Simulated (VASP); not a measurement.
# Y3S (P4/mmm) in VASP: single point with PBE

Aim: the single point of Y3S with PBE.

Everything below comes from runs of VASP 6.6.1. Logs are shortened: lines on timing, memory, paths and dates and some standing lists are left out, and cuts for length are marked.

**1. The cell of the first run**

Symmetry: P4/mmm, No. 123, tetragonal system. Conventional cell: a = 5.389 Å, b = 5.389 Å, c = 3.604 Å, α = 90.00°, β = 90.00°, γ = 90.00°. Y (site symmetry mmm) has 10 Y at 3.24 to 3.81 Å and 4 S at 3.24 Å within 4.3 Å. Within 4.3 Å of Y (site symmetry 4/mmm) lie 10 Y at 3.24 to 3.60 Å and 4 S at 3.81 Å. Within 4.3 Å of S (site symmetry 4/mmm) lie 12 Y at 3.24 to 3.81 Å and 2 S at 3.60 Å.

**2. Single point, PBE**

Contents of INCAR:

```
SYSTEM = Y3S
ALGO = Normal ; EDIFF = 1E-7
ENCUT = 520 ; GGA = PE
ISIF = 2 ; ISMEAR = 0
LASPH = .True. ; LCHARG = .False.
LREAL = .False. ; LWAVE = .False.
NBANDS = 28 ; NELM = 100
PREC = Accurate ; SIGMA = 0.1
```

Contents of KPOINTS:

```
k-points
0
Gamma
  10 10 14
  0 0 0
```

Contents of POSCAR:

```
Y3S
1.0
    5.3892322922      0.0000000000      0.0000000000
    0.0000000000      5.3892322922      0.0000000000
    0.0000000000      0.0000000000      3.6040447416
Y S
3 1
Direct
    0.0000000000      0.5000000000      0.5000000000
    0.5000000000      0.0000000000      0.5000000000
    0.5000000000      0.5000000000      0.0000000000
    0.0000000000      0.0000000000      0.0000000000
```

Potentials or basis: VASP PAW PBE potentials, release 64 (Y_sv, S).

Launch:

```
cat potpaw_PBE.64/Y_sv/POTCAR potpaw_PBE.64/S/POTCAR > POTCAR
mpirun -np 1 vasp_std > vasp.out
```

OUTCAR:

```text
SYSTEM = Y3S
   EDIFF = 1E-7
   ENCUT = 520
   GGA = PE
   ISIF = 2
   ISMEAR = 0
   LASPH = .True.
   LREAL = .False.
   NELM = 100
   PREC = Accurate

 ion  position               nearest neighbor table
   1  0.000  0.500  0.500-   3 3.24   4 3.24   3 3.24   4 3.24   4 3.24   4 3.24   3 3.24   3 3.24
                             2 3.81   2 3.81   2 3.81   2 3.81
   2  0.500  0.000  0.500-   3 3.24   4 3.24   3 3.24   4 3.24   3 3.24   3 3.24   4 3.24   4 3.24
                             1 3.81   1 3.81   1 3.81   1 3.81
   3  0.500  0.500  0.000-   1 3.24   2 3.24   1 3.24   2 3.24   2 3.24   2 3.24   1 3.24   1 3.24

   4  0.000  0.000  0.000-   1 3.24   2 3.24   1 3.24   2 3.24   1 3.24   1 3.24   2 3.24   2 3.24

  LATTYP: Found a simple tetragonal cell.
 ALAT       =     5.3892322922
 C/A-ratio  =     0.6687491921

  Lattice vectors:

 A1 = (   5.3892322922,   0.0000000000,   0.0000000000)
 A2 = (   0.0000000000,   5.3892322922,   0.0000000000)
 A3 = (   0.0000000000,   0.0000000000,   3.6040447416)

Analysis of symmetry for initial positions (statically):
=====================================================================
 Subroutine PRICEL returns:
 Original cell was already a primitive cell.

 Routine SETGRP: Setting up the symmetry group for a
 simple tetragonal supercell.

 Subroutine GETGRP returns: Found 16 space group operations
 (whereof 16 operations were pure point group operations)
 out of a pool of 16 trial point group operations.

The static configuration has the point symmetry D_4h.

Analysis of symmetry for dynamics (positions and initial velocities):
=====================================================================
 Subroutine PRICEL returns:
 Original cell was already a primitive cell.

 Routine SETGRP: Setting up the symmetry group for a
 simple tetragonal supercell.

 Subroutine GETGRP returns: Found 16 space group operations
 (whereof 16 operations were pure point group operations)
 out of a pool of 16 trial point group operations.

The dynamic configuration has the point symmetry D_4h.

 Subroutine INISYM returns: Found 16 space group operations
 (whereof 16 operations are pure point group operations),
 and found     1 'primitive' translations

----------------------------------------------------------------------------------------

                                     Primitive cell

  volume of cell :     104.6752

  direct lattice vectors                    reciprocal lattice vectors
     5.389232292  0.000000000  0.000000000     0.185555186  0.000000000  0.000000000
     0.000000000  5.389232292  0.000000000     0.000000000  0.185555186  0.000000000
     0.000000000  0.000000000  3.604044742     0.000000000  0.000000000  0.277466034

  length of vectors
     5.389232292  5.389232292  3.604044742     0.185555186  0.185555186  0.277466034

  position of ions in fractional coordinates (direct lattice)
     0.000000000  0.500000000  0.500000000
     0.500000000  0.000000000  0.500000000
     0.500000000  0.500000000  0.000000000
     0.000000000  0.000000000  0.000000000

  ion indices of the primitive-cell ions
   primitive index   ion index
                 1           1
                 2           2
                 3           3
                 4           4

----------------------------------------------------------------------------------------

 KPOINTS: k-points

Automatic generation of k-mesh.
 Grid dimensions read from file:
 generate k-points for:   10   10   14

 Generating k-lattice:

  Cartesian coordinates                     Fractional coordinates (reciprocal lattice)
     0.018555519  0.000000000  0.000000000     0.100000000  0.000000000  0.000000000
     0.000000000  0.018555519  0.000000000     0.000000000  0.100000000  0.000000000
     0.000000000  0.000000000  0.019819002     0.000000000  0.000000000  0.071428571

  Length of vectors
     0.018555519  0.018555519  0.019819002

  Shift w.r.t. Gamma in fractional coordinates (k-lattice)
     0.000000000  0.000000000  0.000000000

 Subroutine IBZKPT returns following result:
 ===========================================

 Found    168 irreducible k-points:

 Following reciprocal coordinates:
            Coordinates               Weight
  0.000000  0.000000  0.000000      1.000000
  0.100000  0.000000  0.000000      4.000000
  0.200000  0.000000  0.000000      4.000000
  0.300000  0.000000  0.000000      4.000000
  0.400000  0.000000  0.000000      4.000000
  0.500000  0.000000  0.000000      2.000000
[... 16 lines left out ...]
  0.100000  0.000000  0.071429      8.000000
  0.200000  0.000000  0.071429      8.000000
 [... further k-points ...]
   k-points           NKPTS =    168   k-points in BZ     NKDIM =    168   number of bands    NBANDS=     28
   number of dos      NEDOS =    301   number of ions     NIONS =      4
   total plane-waves  NPLWV =  44800
   dimension x,y,z NGX =    40 NGY =   40 NGZ =   28
   dimension x,y,z NGXF=    80 NGYF=   80 NGZF=   56
   ions per type =               3   1
   NGX,Y,Z   is equivalent  to a cutoff of  12.34, 12.34, 12.92 a.u.
   NGXF,Y,Z  is equivalent  to a cutoff of  24.68, 24.68, 25.83 a.u.
 SYSTEM =  Y3S
   PREC   = accura    normal or accurate (medium, high low for compatibility)
   ISTART =      0    job   : 0-new  1-cont  2-samecut
   ICHARG =      2    charge: 1-file 2-atom 10-const
   ISPIN  =      1    spin polarized calculation?
   LNONCOLLINEAR =      F non collinear calculations
   LSORBIT =      F    spin-orbit coupling
   LASPH  =      T    aspherical Exc in radial PAW
   ENCUT  =  520.0 eV  38.22 Ry    6.18 a.u.  10.02 10.02  6.70*2*pi/ulx,y,z
   NELM   =    100;   NELMIN=  2; NELMDL= -5     # of ELM steps
   EDIFF  = 0.1E-06   stopping-criterion for ELM
   LREAL  =      F    real-space projection
   EDIFFG = 0.1E-05   stopping-criterion for IOM
   NSW    =      0    number of steps for IOM
   IBRION =     -1    ionic relax: 0-MD 1-quasi-New 2-CG
   NFREE  =      0    steps in history (QN), initial steepest desc. (CG)
   ISIF   =      2    stress and relaxation
   ISYM   =      2    0-nonsym 1-usesym 2-fastsym
   POTIM  = 0.5000    time-step for ionic-motion
   TEBEG  =    0.0;   TEEND  =   0.0 temperature during run
   PSTRESS=    0.0 pullay stress
   NELECT =      39.0000    total number of electrons
   NUPDOWN=      -1.0000    fix difference up-down
   EMIN   =  10.00;   EMAX   =-10.00  energy-range for DOS
   EFERMI =   0.00;   METHOD = LEGACY
   ISMEAR =     0;   SIGMA  =   0.10  broadening in eV -4-tet -1-fermi 0-gaus
   EFERMI_NEDOS =   21; number of points for ismear=-14 and -15
   IALGO  =     38    algorithm
   IMIX   =      4    mixing-type and parameters
     AMIX     =   0.40;   BMIX     =  1.00
     AMIX_MAG =   1.60;   BMIX_MAG =  1.00
  volume/ion in A,a.u.               =      26.17       176.60
  Fermi-wavevector in a.u.,A,eV,Ry     =   1.178008  2.226113 18.880855  1.387704
  Thomas-Fermi vector in A             =   2.314345
   LORBIT       =      0    0 simple, 1 ext, 2 COOP (PROOUT), +10 PAW based schemes
   GGA     = PE    functional components
   LHFCALC =     F    Hartree Fock is set to
   AEXX    =    0.0000 exact exchange contribution
   IVDW    =     0    specifies the selected vdW correction
   LEPSILON=     F    determine dielectric tensor
   LRPA    =     F    only Hartree local field effects (RPA)
 non-spin polarized calculation
 Gauss-broadening in eV      SIGMA  =   0.10
  energy-cutoff  :      520.00
  volume of cell :      104.68
 maximum number of plane-waves:      2848
   NGX = 21   NGY = 21   NGZ = 13

 number of electron      38.9999997 magnetization

 Free energy of the ion-electron system (eV)
  ---------------------------------------------------
  ext. energy  EPLUGINS =         0.00000000
  ---------------------------------------------------
  free energy    TOTEN  =       -24.75157247 eV

  energy without entropy =      -24.72942945  energy(sigma->0) =      -24.74050096

 E-fermi :   4.3930     XC(G=0):  -9.9623

 val. band max:        4.3897366679   @ k =   0.3000   0.3000   0.3571
 cond. band min:       4.3929622468   @ k =   0.5000   0.2000   0.3571
 fundamental gap:      0.0032255789
 Fermi energy:         4.3929612995

 k-point     1 :       0.0000    0.0000    0.0000
  band No.  band energies     occupation
      1     -38.4587      2.00000
      2     -38.4201      2.00000
      3     -37.8734      2.00000
      4     -18.7756      2.00000
      5     -18.7756      2.00000
      6     -18.4263      2.00000
[... 20 lines left out ...]
     27       7.9801      0.00000
     28       7.9801      0.00000

 k-point     2 :       0.1000    0.0000    0.0000
  band No.  band energies     occupation
      1     -38.4574      2.00000
      2     -38.4206      2.00000
      3     -37.8743      2.00000
      4     -18.7723      2.00000
      5     -18.7564      2.00000
      6     -18.4299      2.00000
[... 20 lines left out ...]
     27       7.7492      0.00000
     28       7.7998      0.00000

 k-point     3 :       0.2000    0.0000    0.0000
  band No.  band energies     occupation
      1     -38.4537      2.00000
      2     -38.4222      2.00000
      3     -37.8767      2.00000
      4     -18.7630      2.00000
      5     -18.7014      2.00000
      6     -18.4395      2.00000
[... 20 lines left out ...]
     27       7.5401      0.00000
     28       7.9676      0.00000

 k-point     4 :       0.3000    0.0000    0.0000
  band No.  band energies     occupation
      1     -38.4485      2.00000
      2     -38.4249      2.00000
      3     -37.8796      2.00000
      4     -18.7507      2.00000
      5     -18.6206      2.00000
      6     -18.4523      2.00000
[... 578 lines left out ...]
     27       7.8693      0.00000
     28       7.8693      0.00000

 k-point    23 :       0.1000    0.0000    0.0714
  band No.  band energies     occupation
      1     -38.4555      2.00000
      2     -38.4196      2.00000
      3     -37.8741      2.00000
      4     -18.7610      2.00000
      5     -18.7467      2.00000
      6     -18.4282      2.00000
[... 20 lines left out ...]
     27       7.6902      0.00000
     28       7.8421      0.00000

 k-point    24 :       0.2000    0.0000    0.0714
  band No.  band energies     occupation
      1     -38.4520      2.00000
      2     -38.4212      2.00000
      3     -37.8764      2.00000
      4     -18.7517      2.00000
      5     -18.6962      2.00000
      6     -18.4375      2.00000
[... 20 lines left out ...]
     27       7.5216      0.00000
     28       7.9541      0.00000

 [... further k-points ...]

------------------------ aborting loop because EDIFF is reached ----------------------------------------

  FORCE on cell =-STRESS in cart. coord.  units (eV):
  Direction    XX          YY          ZZ          XY          YZ          ZX
  --------------------------------------------------------------------------------------
  -------------------------------------------------------------------------------------
  Total       -0.0174441     -0.0174441     -0.1092777      0.0000000     -0.0000000      0.0000000
  in kB       -0.2670032     -0.2670032     -1.6726232      0.0000000     -0.0000000      0.0000000
  external PRESSURE =      -0.7355432 kB  Pullay stress =       0.0000000 kB

 VOLUME and BASIS-vectors are now :
 -----------------------------------------------------------------------------
  energy-cutoff  :      520.00
  volume of cell :      104.68
      direct lattice vectors                 reciprocal lattice vectors
     5.389232292  0.000000000  0.000000000     0.185555186  0.000000000  0.000000000
     0.000000000  5.389232292  0.000000000     0.000000000  0.185555186  0.000000000
     0.000000000  0.000000000  3.604044742     0.000000000  0.000000000  0.277466034

 POSITION                                       TOTAL-FORCE (eV/Angst)
 -----------------------------------------------------------------------------------
      0.00000      2.69462      1.80202         0.000000      0.000000      0.000000
      2.69462      0.00000      1.80202         0.000000      0.000000      0.000000
      2.69462      2.69462      0.00000         0.000000      0.000000      0.000000
      0.00000      0.00000      0.00000         0.000000      0.000000      0.000000
 -----------------------------------------------------------------------------------
    total drift:                                0.000000      0.000000     -0.000000

  FREE ENERGIE OF THE ION-ELECTRON SYSTEM (eV)
  ---------------------------------------------------
  free  energy   TOTEN  =       -24.7515724727 eV

  energy  without entropy=      -24.7294294455  energy(sigma->0) =      -24.74050096
```

Wall time 8.1 min (1 thread of Intel Xeon 8259CL, shared host); peak memory 0.53 GiB.

What came out:

```yaml
Free_energy: -24.7516 eV
Pressure: -0.1 GPa
Band_gap_on_the_k_mesh: zero (an odd number of electrons rules out a gap without spin polarisation)
```

Stress tensor (GPa, compression positive):
```
-0.03  0.00  0.00
 0.00 -0.03  0.00
 0.00  0.00 -0.17
```
